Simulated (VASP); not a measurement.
# Hf2Si (I4/mcm) in VASP: single point with r2SCAN

Aim: the single point of Hf2Si with r2SCAN.

All numbers are computed with VASP 6.6.1; they aren't measurements. Logs are shortened: lines on timing, memory, paths and dates and some standing lists are left out, and cuts for length are marked.

### Step 1. The cell of the first run

It takes space group I4/mcm (No. 140, tetragonal). The conventional cell has a = 6.551 Å, b = 6.551 Å, c = 5.166 Å, α = 90.00°, β = 90.00°, γ = 90.00°. Within 3.7 Å of Hf (site symmetry m2m) lie 4 Si at 2.79 Å and 11 Hf at 2.90 to 3.50 Å. Within 3.4 Å of Si (site symmetry 422) lie 2 Si at 2.58 Å and 8 Hf at 2.79 Å.

### Step 2. Single point, r2SCAN

File POSCAR:

```
Hf2Si
1.0
   -3.2753522240      3.2753522240      2.5828233930
    3.2753522240     -3.2753522240      2.5828233930
    3.2753522240      3.2753522240     -2.5828233930
Hf Si
4 2
Direct
    0.3435136200      0.1564863800      0.5000000000
    0.8435136200      0.3435136200      0.1870272400
    0.6564863800      0.8435136200      0.5000000000
    0.1564863800      0.6564863800      0.8129727600
    0.2500000000      0.2500000000      0.0000000000
    0.7500000000      0.7500000000      0.0000000000
```

File INCAR.step1:

```
PREC = Accurate
ENCUT = 520
ISMEAR = -1
SIGMA = 0.05
LREAL = F
LASPH = T
NELM = 100
NBANDS = 33
GGA = PE
ALGO = Normal
EDIFF = 1E-4
LWAVE = T
LCHARG = F
```

File INCAR.step2:

```
PREC = Accurate
ENCUT = 520
EDIFF = 1E-6
ISMEAR = -1
SIGMA = 0.05
LREAL = F
LASPH = T
NELM = 100
ALGO = Normal
ISIF = 2
LWAVE = F
LCHARG = F
METAGGA = R2SCAN
LMIXTAU = T
NBANDS = 33
ISTART = 1
```

File KPOINTS:

```
Automatic mesh
0
Gamma
  9 9 9
```

Potentials or basis: VASP PAW PBE potentials, release 64 (Hf_pv, Si).

Launch:

```sh
$ cat potpaw_PBE.64/Hf_pv/POTCAR potpaw_PBE.64/Si/POTCAR > POTCAR
$ cp INCAR.step1 INCAR
$ mpirun -np 1 vasp_std > vasp.out
$ cp INCAR.step2 INCAR
$ mpirun -np 1 vasp_std > vasp.out
```

OUTCAR:

```text
PREC = Accurate
   ENCUT = 520
   EDIFF = 1E-6
   ISMEAR = -1
   LREAL = F
   LASPH = T
   NELM = 100
   ISIF = 2
   METAGGA = R2SCAN
   ISTART = 1

 ion  position               nearest neighbor table
   1  0.344  0.156  0.500-   6 2.79   5 2.79   5 2.79   6 2.79   3 2.90   3 3.11   3 3.11   4 3.30
                             2 3.30   4 3.30   2 3.30   4 3.50   2 3.50   2 3.50   4 3.50
   2  0.844  0.344  0.187-   5 2.79   6 2.79   6 2.79   5 2.79   4 2.90   4 3.11   4 3.11   1 3.30
                             3 3.30   3 3.30   1 3.30   1 3.50   3 3.50   1 3.50   3 3.50
   3  0.656  0.844  0.500-   5 2.79   6 2.79   6 2.79   5 2.79   1 2.90   1 3.11   1 3.11   4 3.30
                             2 3.30   4 3.30   2 3.30   4 3.50   2 3.50   4 3.50   2 3.50
   4  0.156  0.656  0.813-   5 2.79   6 2.79   6 2.79   5 2.79   2 2.90   2 3.11   2 3.11   1 3.30
                             3 3.30   3 3.30   1 3.30   1 3.50   3 3.50   1 3.50   3 3.50
   5  0.250  0.250  0.000-   6 2.58   6 2.58   2 2.79   4 2.79   4 2.79   2 2.79   1 2.79   1 2.79
                             3 2.79   3 2.79
   6  0.750  0.750  0.000-   5 2.58   5 2.58   2 2.79   4 2.79   4 2.79   2 2.79   3 2.79   1 2.79
                             1 2.79   3 2.79

  LATTYP: Found a body centered tetragonal cell.
 ALAT       =     6.5507044480
 C/A-ratio  =     0.7885635548

  Lattice vectors:

 A1 = (  -3.2753522240,   3.2753522240,   2.5828233930)
 A2 = (   3.2753522240,  -3.2753522240,   2.5828233930)
 A3 = (   3.2753522240,   3.2753522240,  -2.5828233930)

Analysis of symmetry for initial positions (statically):
=====================================================================
 Subroutine PRICEL returns:
 Original cell was already a primitive cell.

 Routine SETGRP: Setting up the symmetry group for a
 body centered tetragonal supercell.

 Subroutine GETGRP returns: Found 16 space group operations
 (whereof  8 operations were pure point group operations)
 out of a pool of 16 trial point group operations.

The static configuration has the point symmetry C_4h.
 The point group associated with its full space group is D_4h.

Analysis of symmetry for dynamics (positions and initial velocities):
=====================================================================
 Subroutine PRICEL returns:
 Original cell was already a primitive cell.

 Routine SETGRP: Setting up the symmetry group for a
 body centered tetragonal supercell.

 Subroutine GETGRP returns: Found 16 space group operations
 (whereof  8 operations were pure point group operations)
 out of a pool of 16 trial point group operations.

The dynamic configuration has the point symmetry C_4h.
 The point group associated with its full space group is D_4h.

 Subroutine INISYM returns: Found 16 space group operations
 (whereof  8 operations are pure point group operations),
 and found     1 'primitive' translations

----------------------------------------------------------------------------------------

                                     Primitive cell

  volume of cell :     110.8334

  direct lattice vectors                    reciprocal lattice vectors
    -3.275352224  3.275352224  2.582823393     0.000000000  0.152655338  0.193586600
     3.275352224 -3.275352224  2.582823393     0.152655338  0.000000000  0.193586600
     3.275352224  3.275352224 -2.582823393     0.152655338  0.152655338  0.000000000

  length of vectors
     5.303474433  5.303474433  5.303474433     0.246534833  0.246534833  0.215887249

  position of ions in fractional coordinates (direct lattice)
     0.343513620  0.156486380  0.500000000
     0.843513620  0.343513620  0.187027240
     0.656486380  0.843513620  0.500000000
     0.156486380  0.656486380  0.812972760
     0.250000000  0.250000000  0.000000000
     0.750000000  0.750000000  0.000000000

  ion indices of the primitive-cell ions
   primitive index   ion index
                 1           1
                 2           2
                 3           3
                 4           4
                 5           5
                 6           6

----------------------------------------------------------------------------------------

 KPOINTS: Automatic mesh

Automatic generation of k-mesh.
 Grid dimensions read from file:
 generate k-points for:    9    9    9

 Generating k-lattice:

  Cartesian coordinates                     Fractional coordinates (reciprocal lattice)
     0.000000000  0.016961704  0.021509622     0.111111111 -0.000000000  0.000000000
     0.016961704  0.000000000  0.021509622    -0.000000000  0.111111111  0.000000000
     0.016961704  0.016961704  0.000000000     0.000000000  0.000000000  0.111111111

  Length of vectors
     0.027392759  0.027392759  0.023987472

  Shift w.r.t. Gamma in fractional coordinates (k-lattice)
     0.000000000  0.000000000  0.000000000

 Subroutine IBZKPT returns following result:
 ===========================================

 Found     75 irreducible k-points:

 Following reciprocal coordinates:
            Coordinates               Weight
  0.000000  0.000000  0.000000      1.000000
  0.111111 -0.000000  0.000000      8.000000
  0.222222 -0.000000  0.000000      8.000000
  0.333333  0.000000  0.000000      8.000000
  0.444444 -0.000000  0.000000      8.000000
  0.111111  0.111111  0.000000      8.000000
[... 16 lines left out ...]
 -0.333333  0.333333  0.000000      4.000000
  0.444444  0.444444  0.000000      8.000000
 [... further k-points ...]
   k-points           NKPTS =     75   k-points in BZ     NKDIM =     75   number of bands    NBANDS=     33
   number of dos      NEDOS =    301   number of ions     NIONS =      6
   total plane-waves  NPLWV =  64000
   dimension x,y,z NGX =    40 NGY =   40 NGZ =   40
   dimension x,y,z NGXF=    80 NGYF=   80 NGZF=   80
   ions per type =               4   2
   NGX,Y,Z   is equivalent  to a cutoff of  12.54, 12.54, 12.54 a.u.
   NGXF,Y,Z  is equivalent  to a cutoff of  25.08, 25.08, 25.08 a.u.
 SYSTEM =  unknown system
   PREC   = accura    normal or accurate (medium, high low for compatibility)
   ISTART =      1    job   : 0-new  1-cont  2-samecut
   ICHARG =      0    charge: 1-file 2-atom 10-const
   ISPIN  =      1    spin polarized calculation?
   LNONCOLLINEAR =      F non collinear calculations
   LSORBIT =      F    spin-orbit coupling
   LASPH  =      T    aspherical Exc in radial PAW
   ENCUT  =  520.0 eV  38.22 Ry    6.18 a.u.   9.86  9.86  9.86*2*pi/ulx,y,z
   NELM   =    100;   NELMIN=  2; NELMDL=  0     # of ELM steps
   EDIFF  = 0.1E-05   stopping-criterion for ELM
   LREAL  =      F    real-space projection
   EDIFFG = 0.1E-04   stopping-criterion for IOM
   NSW    =      0    number of steps for IOM
   IBRION =     -1    ionic relax: 0-MD 1-quasi-New 2-CG
   NFREE  =      0    steps in history (QN), initial steepest desc. (CG)
   ISIF   =      2    stress and relaxation
   ISYM   =      2    0-nonsym 1-usesym 2-fastsym
   POTIM  = 0.5000    time-step for ionic-motion
   TEBEG  =    0.0;   TEEND  =   0.0 temperature during run
   PSTRESS=    0.0 pullay stress
   NELECT =      48.0000    total number of electrons
   NUPDOWN=      -1.0000    fix difference up-down
   EMIN   =  10.00;   EMAX   =-10.00  energy-range for DOS
   EFERMI =   0.00;   METHOD = LEGACY
   ISMEAR =    -1;   SIGMA  =   0.05  broadening in eV -4-tet -1-fermi 0-gaus
   EFERMI_NEDOS =   21; number of points for ismear=-14 and -15
   IALGO  =     38    algorithm
   IMIX   =      4    mixing-type and parameters
     AMIX     =   0.40;   BMIX     =  1.00
     AMIX_MAG =   1.60;   BMIX_MAG =  1.00
  volume/ion in A,a.u.               =      18.47       124.66
  Fermi-wavevector in a.u.,A,eV,Ry     =   1.238602  2.340618 20.873162  1.534134
  Thomas-Fermi vector in A             =   2.373120
   LORBIT       =      0    0 simple, 1 ext, 2 COOP (PROOUT), +10 PAW based schemes
   METAGGA = R2SCAN    functional components
   LHFCALC =     F    Hartree Fock is set to
   AEXX    =    0.0000 exact exchange contribution
   IVDW    =     0    specifies the selected vdW correction
   LEPSILON=     F    determine dielectric tensor
   LRPA    =     F    only Hartree local field effects (RPA)
 non-spin polarized calculation
  energy-cutoff  :      520.00
  volume of cell :      110.83
 maximum number of plane-waves:      3007
   NGX = 19   NGY = 19   NGZ = 19

 number of electron      48.0000004 magnetization

 Free energy of the ion-electron system (eV)
  ---------------------------------------------------
  ext. energy  EPLUGINS =         0.00000000
  ---------------------------------------------------
  free energy    TOTEN  =      -202.90745820 eV

  energy without entropy =     -202.88931230  energy(sigma->0) =     -202.89838525

 E-fermi :   6.0422     XC(G=0): -12.4112

 val. band max:        6.0160117044   @ k =  -0.2222  -0.2222   0.2222
 cond. band min:       6.0447732765   @ k =  -0.4444  -0.4444   0.3333
 fundamental gap:      0.0287615721
 Fermi energy:         6.0422336766

 k-point     1 :       0.0000    0.0000    0.0000
  band No.  band energies     occupation
      1     -25.4448      2.00000
      2     -25.4367      2.00000
      3     -25.3084      2.00000
      4     -25.3084      2.00000
      5     -25.2785      2.00000
      6     -25.2785      2.00000
[... 25 lines left out ...]
     32       9.7479      0.00000
     33      10.7673      0.00000

 k-point     2 :       0.1111   -0.0000    0.0000
  band No.  band energies     occupation
      1     -25.4627      2.00000
      2     -25.4375      2.00000
      3     -25.3416      2.00000
      4     -25.3313      2.00000
      5     -25.2454      2.00000
      6     -25.2364      2.00000
[... 25 lines left out ...]
     32      10.2167      0.00000
     33      10.9575      0.00000

 k-point     3 :       0.2222   -0.0000    0.0000
  band No.  band energies     occupation
      1     -25.4948      2.00000
      2     -25.4577      2.00000
      3     -25.3684      2.00000
      4     -25.3150      2.00000
      5     -25.2035      2.00000
      6     -25.1931      2.00000
[... 25 lines left out ...]
     32      10.6224      0.00000
     33      10.8970      0.00000

 k-point     4 :       0.3333    0.0000    0.0000
  band No.  band energies     occupation
      1     -25.5156      2.00000
      2     -25.4877      2.00000
      3     -25.3628      2.00000
      4     -25.2750      2.00000
      5     -25.1996      2.00000
      6     -25.1746      2.00000
[... 25 lines left out ...]
     32      10.2435      0.00000
     33      10.3809      0.00000

 k-point     5 :       0.4444   -0.0000    0.0000
  band No.  band energies     occupation
      1     -25.5199      2.00000
      2     -25.5100      2.00000
      3     -25.3198      2.00000
      4     -25.2689      2.00000
      5     -25.2025      2.00000
      6     -25.1806      2.00000
[... 604 lines left out ...]
 k-point    22 :      -0.4444    0.3333    0.0000
  band No.  band energies     occupation
      1     -25.4898      2.00000
      2     -25.3692      2.00000
      3     -25.3627      2.00000
      4     -25.3040      2.00000
      5     -25.2710      2.00000
      6     -25.2427      2.00000
[... 25 lines left out ...]
     32      10.8765      0.00000
     33      11.0452      0.00000

 k-point    23 :      -0.3333    0.3333    0.0000
  band No.  band energies     occupation
      1     -25.4637      2.00000
      2     -25.3834      2.00000
      3     -25.3760      2.00000
      4     -25.2921      2.00000
      5     -25.2799      2.00000
      6     -25.2499      2.00000
[... 25 lines left out ...]
     32      10.9742      0.00000
     33      10.9917      0.00000

 k-point    24 :       0.4444    0.4444    0.0000
  band No.  band energies     occupation
      1     -25.4940      2.00000
      2     -25.3726      2.00000
      3     -25.3087      2.00000
      4     -25.3078      2.00000
      5     -25.2943      2.00000
      6     -25.2580      2.00000
[... 25 lines left out ...]
     32      11.0535      0.00000
     33      11.1035      0.00000

 [... further k-points ...]
[... 5 lines left out ...]
  --------------------------------------------------------------------------------------
  -------------------------------------------------------------------------------------
  Total       -0.0754049     -0.0754049      0.0148809      0.0000000     -0.0000000      0.0000000
  in kB       -1.0900327     -1.0900327      0.2151138      0.0000000     -0.0000000      0.0000000
  external PRESSURE =      -0.6549838 kB  Pullay stress =       0.0000000 kB

 VOLUME and BASIS-vectors are now :
 -----------------------------------------------------------------------------
  energy-cutoff  :      520.00
  volume of cell :      110.83
      direct lattice vectors                 reciprocal lattice vectors
    -3.275352224  3.275352224  2.582823393     0.000000000  0.152655338  0.193586600
     3.275352224 -3.275352224  2.582823393     0.152655338  0.000000000  0.193586600
     3.275352224  3.275352224 -2.582823393     0.152655338  0.152655338  0.000000000

 POSITION                                       TOTAL-FORCE (eV/Angst)
 -----------------------------------------------------------------------------------
      1.02510      2.25026      0.00000         0.016555     -0.016555     -0.000000
     -1.02510      2.25026      2.58282        -0.016555     -0.016555     -0.000000
      2.25026      1.02510      2.58282        -0.016555      0.016555     -0.000000
      4.30045      1.02510     -0.00000         0.016555      0.016555      0.000000
      0.00000      0.00000      1.29141         0.000000      0.000000     -0.000000
      0.00000      0.00000      3.87424        -0.000000      0.000000     -0.000000
 -----------------------------------------------------------------------------------
    total drift:                                0.000000     -0.000000     -0.000000

  FREE ENERGIE OF THE ION-ELECTRON SYSTEM (eV)
  ---------------------------------------------------
  free  energy   TOTEN  =      -202.9074581971 eV

  energy  without entropy=     -202.8893123048  energy(sigma->0) =     -202.89838525
```

It took 21 min on 1 thread of AMD EPYC 7R13 (Zen 3), shared host; peak memory 0.37 GiB.

Results:

- Free energy: -202.9075 eV
- Pressure: -0.1 GPa
- Largest force: 0.023 eV/Å
- Band gap on the k mesh: zero (band 24 reaches 6.72 eV, above the bottom of band 25 at 5.91 eV)

Forces in eV/Å, atoms in the order of the input:
```
Hf   0.017 -0.017  0.000
Hf  -0.017 -0.017  0.000
Hf  -0.017  0.017  0.000
Hf   0.017  0.017  0.000
Si   0.000  0.000  0.000
Si   0.000  0.000  0.000
```

Stress tensor (GPa, compression positive):
```
-0.11  0.00  0.00
 0.00 -0.11  0.00
 0.00  0.00  0.02
```

Levels at points of the mesh, in eV from the Fermi level:
| k point | band 20 | band 21 | band 22 | band 23 | band 24 | band 25 | band 26 | band 27 | band 28 | band 29 |
| --- | --- | --- | --- | --- | --- | --- | --- | --- | --- | --- |
| (0.00, 0.00, 0.00) | -1.55 | -1.42 | -1.42 | -1.18 | -1.00 | 2.21 | 2.26 | 2.31 | 2.77 | 2.77 |

Caveat: the PAW data sets were made with another functional, which shifts forces and pressure a little; spin-orbit coupling is left out, which moves the levels of the heavy elements.
